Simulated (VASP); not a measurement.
# TiSi16 (a cell with a defect) in VASP: notebook

Runs on TiSi16 (a cell with a defect). Level: PBE. Tasks: single point.

Everything below comes from runs of VASP 6.6.1. Logs are shortened: lines on timing, memory, paths and dates and some standing lists are left out, and cuts for length are marked.

## (1) The cell of the first run

The cell holds a defect, 17 atoms: a = 7.679 Å, b = 7.679 Å, c = 7.679 Å, α = 60.00°, β = 60.00°, γ = 60.00°.

## (2) Single point, PBE

The input, INCAR:

```
PREC     = Accurate       # precision mode
ENCUT    = 520            # plane-wave cutoff, eV
EDIFF    = 1E-6           # SCF threshold, eV
ISMEAR   = -1             # smearing method
SIGMA    = 0.05           # smearing width, eV
LREAL    = Auto         
LASPH    = True           # aspherical terms in the spheres
NELM     = 80             # most SCF steps
ALGO     = Normal         # electronic algorithm
ISIF     = 2              # what is computed and relaxed
LWAVE    = False          # write WAVECAR
LCHARG   = False          # write CHGCAR
GGA      = PE             # functional
NBANDS   = 52             # bands
```

The input, KPOINTS:

```
regular mesh
0
Gamma
  2 2 2
```

The input, POSCAR:

```
TiSi16
1.0
    0.0000000000      5.4300000000      5.4300000000
    5.4300000000      0.0000000000      5.4300000000
    5.4300000000      5.4300000000      0.0000000000
Si Ti
16 1
Direct
   -0.0824033149      0.0983517495      0.0191436464
    0.0468232044      0.0954604052      0.2370810313
   -0.0417127072     -0.0082504604      0.5991528545
    0.0601012891      0.1590515654      0.6543922652
   -0.0645119705      0.4954511971      0.0964272560
    0.1125506446      0.6782780847      0.1202117864
   -0.0092173112      0.5226243094      0.5123664825
    0.0736556169      0.6104511971      0.7341712707
    0.4498250460     -0.0078913444      0.0183149171
    0.4788029466      0.2049539595      0.1757826888
    0.4456906077     -0.0334806630      0.5555801105
    0.5801841621      0.1202209945      0.6281952118
    0.4912430939      0.5994383057     -0.0322928177
    0.5515193370      0.6424401473      0.2110036832
    0.4497882136      0.4567863720      0.6126979742
    0.6078545120      0.6061970534      0.6757550645
    0.6998250460      0.8242633517      0.2534162063
```

Potentials or basis: VASP PAW PBE potentials, release 64 (Si, Ti_sv).

Launch:

```
$ cat potpaw_PBE.64/Si/POTCAR potpaw_PBE.64/Ti_sv/POTCAR > POTCAR
$ mpirun -np 1 vasp_std > vasp.out
```

OUTCAR:

```text
PREC = Accurate
   ENCUT = 520
   EDIFF = 1E-6
   ISMEAR = -1
   LREAL = Auto
   LASPH = True
   NELM = 80
   ISIF = 2
   GGA = PE

 ion  position               nearest neighbor table
   1  0.918  0.098  0.019-   2 2.32   4 2.32   6 2.66  17 2.68  10 2.76
   2  0.047  0.095  0.237-   3 2.29   1 2.32   5 2.51   9 2.59
   3  0.958  0.992  0.599-   4 2.08   2 2.29   8 2.39  12 2.48
   4  0.060  0.159  0.654-   3 2.08   7 2.31   1 2.32  11 2.45
   5  0.935  0.495  0.096-   8 2.27  14 2.41   6 2.50   2 2.51  17 2.72
   6  0.113  0.678  0.120-  13 2.40   7 2.46   5 2.50  17 2.59   1 2.66
   7  0.991  0.523  0.512-   4 2.31  16 2.42   6 2.46   8 2.53  17 3.00
   8  0.074  0.610  0.734-   5 2.27  15 2.37   3 2.39   7 2.53
   9  0.450  0.992  0.018-  14 2.26  12 2.45   2 2.59  10 2.61  17 2.70  13 3.07
  10  0.479  0.205  0.176-  17 2.47  11 2.51   9 2.61  13 2.65   1 2.76
  11  0.446  0.967  0.556-  16 2.28  12 2.29   4 2.45  17 2.50  10 2.51  13 3.05
  12  0.580  0.120  0.628-  15 2.22  11 2.29   9 2.45   3 2.48
  13  0.491  0.599  0.968-  16 1.94  14 2.33   6 2.40  10 2.65  11 3.05   9 3.07
  14  0.552  0.642  0.211-   9 2.26  13 2.33  17 2.40   5 2.41  15 2.54
  15  0.450  0.457  0.613-  12 2.22  16 2.36   8 2.37  14 2.54
  16  0.608  0.606  0.676-  13 1.94  11 2.28  15 2.36   7 2.42  17 2.70
  17  0.700  0.824  0.253-  14 2.40  10 2.47  11 2.50   6 2.59   1 2.68   9 2.70  16 2.70   5 2.72
                             7 3.00

  LATTYP: Found a face centered cubic cell.
 ALAT       =    10.8600000000

  Lattice vectors:

 A1 = (   0.0000000000,   5.4300000000,   5.4300000000)
 A2 = (   5.4300000000,   0.0000000000,   5.4300000000)
 A3 = (   5.4300000000,   5.4300000000,   0.0000000000)

Analysis of symmetry for initial positions (statically):
=====================================================================
 Subroutine PRICEL returns:
 Original cell was already a primitive cell.

 Routine SETGRP: Setting up the symmetry group for a
 face centered cubic supercell.

 Subroutine GETGRP returns: Found  1 space group operations
 (whereof  1 operations were pure point group operations)
 out of a pool of 48 trial point group operations.

The static configuration has the point symmetry C_1 .

Analysis of symmetry for dynamics (positions and initial velocities):
=====================================================================
 Subroutine PRICEL returns:
 Original cell was already a primitive cell.

 Routine SETGRP: Setting up the symmetry group for a
 face centered cubic supercell.

 Subroutine GETGRP returns: Found  1 space group operations
 (whereof  1 operations were pure point group operations)
 out of a pool of 48 trial point group operations.

The dynamic configuration has the point symmetry C_1 .

 Subroutine INISYM returns: Found  1 space group operations
 (whereof  1 operations are pure point group operations),
 and found     1 'primitive' translations

----------------------------------------------------------------------------------------

                                     Primitive cell

  volume of cell :     320.2060

  direct lattice vectors                    reciprocal lattice vectors
     0.000000000  5.430000000  5.430000000    -0.092081031  0.092081031  0.092081031
     5.430000000  0.000000000  5.430000000     0.092081031 -0.092081031  0.092081031
     5.430000000  5.430000000  0.000000000     0.092081031  0.092081031 -0.092081031

  length of vectors
     7.679179644  7.679179644  7.679179644     0.159489025  0.159489025  0.159489025

  position of ions in fractional coordinates (direct lattice)
     0.917596685  0.098351749  0.019143646
     0.046823204  0.095460405  0.237081031
     0.958287293  0.991749540  0.599152854
     0.060101289  0.159051565  0.654392265
     0.935488030  0.495451197  0.096427256
     0.112550645  0.678278085  0.120211786
[... 9 lines left out ...]
     0.607854512  0.606197053  0.675755065
     0.699825046  0.824263352  0.253416206

  ion indices of the primitive-cell ions
   primitive index   ion index
                 1           1
                 2           2
                 3           3
                 4           4
                 5           5
                 6           6
[... 9 lines left out ...]
                16          16
                17          17

----------------------------------------------------------------------------------------

 KPOINTS: regular mesh

Automatic generation of k-mesh.
 Grid dimensions read from file:
 generate k-points for:    2    2    2

 Generating k-lattice:

  Cartesian coordinates                     Fractional coordinates (reciprocal lattice)
    -0.046040516  0.046040516  0.046040516     0.500000000  0.000000000  0.000000000
     0.046040516 -0.046040516  0.046040516     0.000000000  0.500000000  0.000000000
     0.046040516  0.046040516 -0.046040516     0.000000000  0.000000000  0.500000000

  Length of vectors
     0.079744512  0.079744512  0.079744512
[... 77 lines left out ...]
  free energy    TOTEN  =       -87.58165062 eV

  energy without entropy =      -87.51976512  energy(sigma->0) =      -87.55070787

 E-fermi :   6.8438     XC(G=0):  -9.8281

 val. band max:        6.8218433064   @ k =   0.5000   0.5000   0.0000
 cond. band min:       6.8956802420   @ k =   0.0000   0.0000   0.5000
 fundamental gap:      0.0738369356
 Fermi energy:         6.8437883798

 k-point     1 :       0.0000    0.0000    0.0000
  band No.  band energies     occupation
      1     -49.9991      2.00000
      2     -26.3862      2.00000
      3     -26.3282      2.00000
      4     -26.2878      2.00000
      5      -5.7985      2.00000
      6      -3.9190      2.00000
[... 42 lines left out ...]
     49       8.3176      0.00000
     50       8.5597      0.00000

 k-point     2 :       0.5000    0.0000    0.0000
  band No.  band energies     occupation
      1     -49.9991      2.00000
      2     -26.3862      2.00000
      3     -26.3282      2.00000
      4     -26.2878      2.00000
      5      -5.2492      2.00000
      6      -4.8022      2.00000
[... 42 lines left out ...]
     49       9.2127      0.00000
     50       9.6727      0.00000

 k-point     3 :       0.0000    0.5000    0.0000
  band No.  band energies     occupation
      1     -49.9991      2.00000
      2     -26.3862      2.00000
      3     -26.3282      2.00000
      4     -26.2878      2.00000
      5      -5.2369      2.00000
      6      -4.7784      2.00000
[... 42 lines left out ...]
     49       9.3660      0.00000
     50       9.5828      0.00000

 k-point     4 :       0.0000    0.0000    0.5000
  band No.  band energies     occupation
      1     -49.9991      2.00000
      2     -26.3862      2.00000
      3     -26.3282      2.00000
      4     -26.2878      2.00000
      5      -5.2786      2.00000
      6      -4.6656      2.00000
[... 42 lines left out ...]
     49       9.3759      0.00000
     50       9.7568      0.00000

 k-point     5 :       0.5000    0.5000    0.5000
  band No.  band energies     occupation
      1     -49.9991      2.00000
      2     -26.3862      2.00000
      3     -26.3282      2.00000
      4     -26.2878      2.00000
      5      -5.1987      2.00000
      6      -4.8215      2.00000
[... 42 lines left out ...]
     49       9.4738      0.00000
     50       9.6129      0.00000

 k-point     6 :       0.5000    0.5000    0.0000
  band No.  band energies     occupation
      1     -49.9991      2.00000
      2     -26.3862      2.00000
      3     -26.3282      2.00000
      4     -26.2878      2.00000
      5      -5.1210      2.00000
      6      -4.3540      2.00000
[... 42 lines left out ...]
     49       9.8387      0.00000
     50      10.0686      0.00000

 k-point     7 :       0.0000    0.5000    0.5000
  band No.  band energies     occupation
      1     -49.9991      2.00000
      2     -26.3862      2.00000
      3     -26.3282      2.00000
      4     -26.2878      2.00000
      5      -5.0132      2.00000
      6      -4.5724      2.00000
[... 42 lines left out ...]
     49       9.6988      0.00000
     50       9.8990      0.00000

 k-point     8 :       0.5000    0.0000    0.5000
  band No.  band energies     occupation
      1     -49.9991      2.00000
      2     -26.3862      2.00000
      3     -26.3282      2.00000
      4     -26.2878      2.00000
      5      -5.0494      2.00000
      6      -4.5287      2.00000
[... 42 lines left out ...]
     49       9.5505      0.00000
     50      10.0127      0.00000
 [bands above 50 left out]

------------------------ aborting loop because EDIFF is reached ----------------------------------------

  FORCE on cell =-STRESS in cart. coord.  units (eV):
  Direction    XX          YY          ZZ          XY          YZ          ZX
  --------------------------------------------------------------------------------------
  -------------------------------------------------------------------------------------
  Total       13.8074456      4.1442577      5.7687547      8.6311351     -3.8006117      3.2859773
  in kB       69.0866986     20.7361370     28.8644424     43.1865999    -19.0166757     16.4416598
  external PRESSURE =      39.5624260 kB  Pullay stress =       0.0000000 kB

 VOLUME and BASIS-vectors are now :
 -----------------------------------------------------------------------------
  energy-cutoff  :      520.00
  volume of cell :      320.21
      direct lattice vectors                 reciprocal lattice vectors
     0.000000000  5.430000000  5.430000000    -0.092081031  0.092081031  0.092081031
     5.430000000  0.000000000  5.430000000     0.092081031 -0.092081031  0.092081031
     5.430000000  5.430000000  0.000000000     0.092081031  0.092081031 -0.092081031

 POSITION                                       TOTAL-FORCE (eV/Angst)
 -----------------------------------------------------------------------------------
      0.63800      5.08650      5.51660         0.052436      0.059390     -1.627593
      1.80570      1.54160      0.77260        -0.592978     -0.585877      2.186214
      8.63860      8.45690     10.58870        -2.186112     -1.981600     -3.547498
      4.41700      3.87970      1.19000         1.567169      2.170591      2.700749
      3.21390      5.60330      7.77000        -0.217956      1.052748     -0.136372
      4.33580      1.26390      4.29420         0.558185     -0.434946     -0.608220
[... 9 lines left out ...]
      6.96100      6.97000      6.59230        -6.544713     -2.909728      2.472136
      5.85180      5.17610      8.27580        -0.583408      1.299178      0.251811
 -----------------------------------------------------------------------------------
    total drift:                                0.000691     -0.002136      0.002305

  FREE ENERGIE OF THE ION-ELECTRON SYSTEM (eV)
  ---------------------------------------------------
  free  energy   TOTEN  =       -87.5816506162 eV

  energy  without entropy=      -87.5197651158  energy(sigma->0) =      -87.55070787
```

Run time: 7.2 min. Hardware: 1 thread of AMD EPYC 7R43 (Zen 3), shared host; peak memory 0.46 GiB.

Results:

```yaml
Free_energy: -87.5817 eV
Pressure: 4.0 GPa
Largest_force: 8.010 eV/Å
Band_gap_on_the_k_mesh: zero (band 38 reaches 6.90 eV, above the bottom of band 39 at 6.66 eV)
```

Forces on the atoms (eV/Å):
```
Si   0.052  0.059 -1.628
Si  -0.593 -0.586  2.186
Si  -2.186 -1.982 -3.547
Si   1.567  2.171  2.701
Si  -0.218  1.053 -0.136
Si   0.558 -0.435 -0.608
Si   0.612 -0.094  0.881
Si  -0.997 -1.106  0.212
Si   1.660 -0.745  0.819
Si  -0.490 -0.386  0.533
Si   1.275 -1.662  0.315
Si  -0.052  2.194 -0.203
Si   5.971  3.819 -3.732
Si  -0.753  0.614 -1.456
Si   0.723 -1.303  0.940
Si  -6.545 -2.910  2.472
Ti  -0.583  1.299  0.252
```

Caveat: the k points lie up to 0.50 Å⁻¹ apart.

## (3) Single point, PBE

The input, INCAR:

```
PREC = Accurate
ENCUT = 520
EDIFF = 1E-7
ISMEAR = -1
SIGMA = 0.05
LREAL = Auto
LASPH = T
NELM = 100
ALGO = Normal
ISIF = 2
LWAVE = F
LCHARG = F
GGA = PE
NBANDS = 52
```

The input, KPOINTS:

```
Automatic mesh
0
Gamma
  2 2 2
```

The input, POSCAR:

```
TiSi16
1.0
    0.0000000000      5.4300000000      5.4300000000
    5.4300000000      0.0000000000      5.4300000000
    5.4300000000      5.4300000000      0.0000000000
Si Ti
16 1
Direct
   -0.1000644567      0.1657550645      0.0446500921
    0.1561786372      0.1589779006      0.1802670350
    0.0088397790     -0.0236279926      0.4988766114
    0.0610497238      0.1164272560      0.6841988950
   -0.0272928177      0.4777532228      0.1525046041
    0.0618139963      0.7902117864      0.0612430939
   -0.0080018416      0.5065285451      0.4977992634
    0.0808011050      0.5859760589      0.6952578269
    0.5128821363      0.0092173112     -0.0231399632
    0.5627716390      0.1750552486      0.1487384899
    0.4127163904     -0.0261970534      0.5766022099
    0.6445119705      0.0917863720      0.5972744015
    0.3952670350      0.5320073665      0.0999631676
    0.5412615101      0.6489963168      0.2089042357
    0.4485911602      0.4537845304      0.5934162063
    0.6168692449      0.5601104972      0.7372191529
    0.7089042357      0.7717587477      0.3152762431
```

Potentials or basis: VASP PAW PBE potentials, release 64 (Si, Ti_sv).

Launch:

```
$ cat potpaw_PBE.64/Si/POTCAR potpaw_PBE.64/Ti_sv/POTCAR > POTCAR
$ mpirun -np 1 vasp_std > vasp.out
```

Wall time 7.6 min (1 thread of AMD EPYC 7R43 (Zen 3), shared host); peak memory 0.45 GiB.

The run converged. Its results:

```
Free energy            : -87.6963 eV
Pressure               : 0.8 GPa
Largest force          : 4.119 eV/Å
Band gap on the k mesh : zero (band 38 reaches 6.85 eV, above the bottom of band 39 at 6.61 eV)
```

Forces on the atoms (eV/Å):
```
Si  -0.726  0.883  0.730
Si  -3.581  0.067  0.120
Si   0.748  2.190 -2.221
Si   1.100 -0.863 -0.553
Si   2.290 -3.135  1.375
Si  -0.392  0.497  0.676
Si  -0.364 -0.035 -0.618
Si   0.897  0.184  0.329
Si   0.659  0.509  0.024
Si  -0.032 -0.040 -1.435
Si  -1.178  1.419  1.672
Si   1.200 -1.006 -0.868
Si   0.243 -0.675  0.599
Si  -0.493  0.636  0.032
Si   0.025  0.862  1.380
Si  -0.431 -1.404 -0.270
Ti   0.033 -0.089 -0.972
```

Stress tensor (GPa, compression positive):
```
 1.89 -3.62 -0.95
-3.62  0.31  0.55
-0.95  0.55  0.28
```

Levels at points of the mesh, in eV from the Fermi level:
```csv
k point,band 34,band 35,band 36,band 37,band 38,band 39,band 40,band 41,band 42,band 43
"(0.00, 0.00, 0.00)",-1.13,-0.88,-0.77,-0.42,-0.18,-0.16,-0.01,0.40,0.50,0.68
"(0.50, 0.00, 0.00)",-1.27,-1.08,-0.49,-0.30,-0.16,0.02,0.14,0.33,0.77,0.90
"(0.00, 0.50, 0.00)",-1.33,-1.01,-0.80,-0.64,0.08,0.31,0.41,0.50,0.71,0.89
"(0.00, 0.00, 0.50)",-1.38,-0.97,-0.85,-0.37,-0.04,0.16,0.29,0.52,0.77,0.91
"(0.50, 0.50, 0.50)",-1.46,-1.22,-1.08,-0.60,-0.09,0.01,0.28,0.64,0.76,1.03
"(0.50, 0.50, 0.00)",-1.71,-1.42,-0.67,-0.42,-0.11,0.34,0.76,0.86,0.94,1.14
"(0.00, 0.50, 0.50)",-1.45,-1.31,-1.09,-0.77,0.04,0.39,0.51,0.78,0.94,1.21
"(0.50, 0.00, 0.50)",-1.48,-1.38,-1.07,-0.22,-0.04,0.47,0.76,0.91,0.96,1.18
```

Caveat: the k points lie up to 0.50 Å⁻¹ apart.

## (4) Single point, PBE

The input, INCAR:

```
PREC     = Accurate       # precision mode
ENCUT    = 520            # plane-wave cutoff, eV
EDIFF    = 1E-7           # SCF threshold, eV
ISMEAR   = -1             # smearing method
SIGMA    = 0.05           # smearing width, eV
LREAL    = Auto         
LASPH    = T              # aspherical terms in the spheres
NELM     = 100            # most SCF steps
ALGO     = Normal         # electronic algorithm
ISIF     = 2              # what is computed and relaxed
LWAVE    = F              # write WAVECAR
LCHARG   = T              # write CHGCAR
GGA      = PE             # functional
LELF     = T              # ELF
LVHAR    = T            
NBANDS   = 52             # bands
```

The input, KPOINTS:

```
regular mesh
0
Gamma
  2 2 2
```

The input, POSCAR:

```
TiSi16
1.0
    0.0000000000      5.4300000000      5.4300000000
    5.4300000000      0.0000000000      5.4300000000
    5.4300000000      5.4300000000      0.0000000000
Si Ti
16 1
Direct
   -0.1072744015      0.1712338858      0.0374033149
    0.1057274401      0.1800184162      0.1504788214
    0.0160405157      0.0161694291      0.5012338858
    0.1142173112      0.1093370166      0.7163351750
   -0.0705156538      0.5432044199      0.0531675875
    0.0752578269      0.8109116022      0.0571731123
    0.0362338858      0.5078545120      0.5321639042
    0.1563720074      0.6077348066      0.7134254144
    0.5301104972      0.0004419890     -0.0116022099
    0.5441804788      0.1941988950      0.2168876611
    0.4462799263     -0.0567771639      0.5627808471
    0.6346777164      0.0689871087      0.6120257827
    0.3537016575      0.5034438306      0.1505893186
    0.5679189687      0.5938305709      0.2085267035
    0.4824217311      0.4653130755      0.6009484346
    0.5842173112      0.5644567219      0.7638489871
    0.7095488029      0.7622007366      0.2554788214
```

Launch:

```
$ cat potpaw_PBE.64/Si/POTCAR potpaw_PBE.64/Ti_sv/POTCAR > POTCAR
$ mpirun -np 1 vasp_std > vasp.out
```

It took 7.2 min on 1 thread of AMD EPYC 7R43 (Zen 3), shared host; peak memory 0.45 GiB.

Results (log left out):

```
Free energy            : -85.0966 eV
Pressure               : 4.7 GPa
Largest force          : 5.394 eV/Å
Band gap on the k mesh : zero (band 38 reaches 6.77 eV, above the bottom of band 39 at 6.63 eV)
```

Forces on the atoms (eV/Å):
```
Si   0.258 -0.609 -0.265
Si  -1.361  1.188  1.590
Si   1.255  1.813 -1.826
Si   0.348 -2.742 -0.359
Si  -1.478  0.899  0.926
Si  -0.630 -0.178 -1.079
Si  -0.059  0.081 -0.434
Si   1.743 -4.365 -1.168
Si   0.742 -0.909 -0.412
Si  -3.786  2.915 -2.503
Si  -1.295  1.435  0.758
Si   1.358  0.677  1.169
Si   3.588 -2.962  1.786
Si  -0.203 -1.396 -1.537
Si  -3.848  2.162  1.327
Si  -0.422  0.485  1.324
Ti   3.789  1.506  0.702
```

Stress tensor (GPa, compression positive):
```
 7.91 -3.81 -2.29
-3.81  4.51  0.69
-2.29  0.69  1.69
```

Levels at points of the mesh, in eV from the Fermi level:
```tsv
k point	band 34	band 35	band 36	band 37	band 38	band 39	band 40	band 41	band 42	band 43
(0.00, 0.00, 0.00)	-0.99	-0.82	-0.64	-0.48	-0.26	0.01	0.17	0.25	0.52	0.67
(0.50, 0.00, 0.00)	-1.19	-1.14	-0.79	-0.43	-0.11	-0.04	0.19	0.51	0.66	1.05
(0.00, 0.50, 0.00)	-1.25	-0.85	-0.61	-0.27	-0.24	0.06	0.49	0.62	0.81	1.04
(0.00, 0.00, 0.50)	-1.42	-1.12	-0.90	-0.44	-0.06	0.22	0.48	0.68	0.96	1.02
(0.50, 0.50, 0.50)	-1.30	-0.94	-0.61	-0.44	-0.04	-0.01	0.17	0.42	0.76	0.96
(0.50, 0.50, 0.00)	-1.38	-1.07	-0.87	-0.26	0.00	0.33	0.74	0.90	1.08	1.28
(0.00, 0.50, 0.50)	-1.20	-1.14	-0.71	-0.38	-0.15	0.31	0.56	0.91	0.94	1.06
(0.50, 0.00, 0.50)	-1.39	-0.70	-0.63	-0.42	0.10	0.16	0.35	0.95	1.00	1.18
```

Caveat: the k points lie up to 0.50 Å⁻¹ apart.
